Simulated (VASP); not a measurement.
Runs of VASP 6.6.1 on La2O3. The structure is that of space group P-3m1 (No. 164), or close to it. The cells are those of the table. 

```csv
cell,gap on the mesh (eV),pressure (GPa),largest force (eV/Å)
"a = 3.817, b = 3.817, c = 6.358 Å, angles 90.0, 90.0, 120.0°, 5 atoms",4.22,4.8,0.03
"a = 3.778, b = 3.778, c = 6.436 Å, angles 90.0, 90.0, 120.0°, 5 atoms",4.14,(b),0.03
"a = 3.856, b = 3.856, c = 6.281 Å, angles 90.0, 90.0, 120.0°, 5 atoms",4.29,(c),0.03
"a = 4.093, b = 4.093, c = 5.805 Å, angles 90.0, 90.0, 120.0°, 5 atoms",(a),-5.5,0.02
"a = 3.896, b = 3.896, c = 6.205 Å, angles 90.0, 90.0, 120.0°, 5 atoms",4.32,1.1,0.03
```

Alike in all rows: task single point; level r2SCAN; potentials or basis VASP PAW PBE potentials, release 64 (La, O); no spin polarisation; k mesh 12 × 12 × 4; cutoff (eV) 520; smearing gaussian 0.01 eV.

Problem. Estimate the missing entries.

Solution. (a) 3.82; (b) 6.7; (c) 2.9.

Caveats: the PAW data sets were made with another functional, which shifts forces and pressure a little; spin-orbit coupling is left out, which moves the levels of the heavy elements.

A k mesh can miss the band edges, and the runs leave out spin-orbit coupling on La.
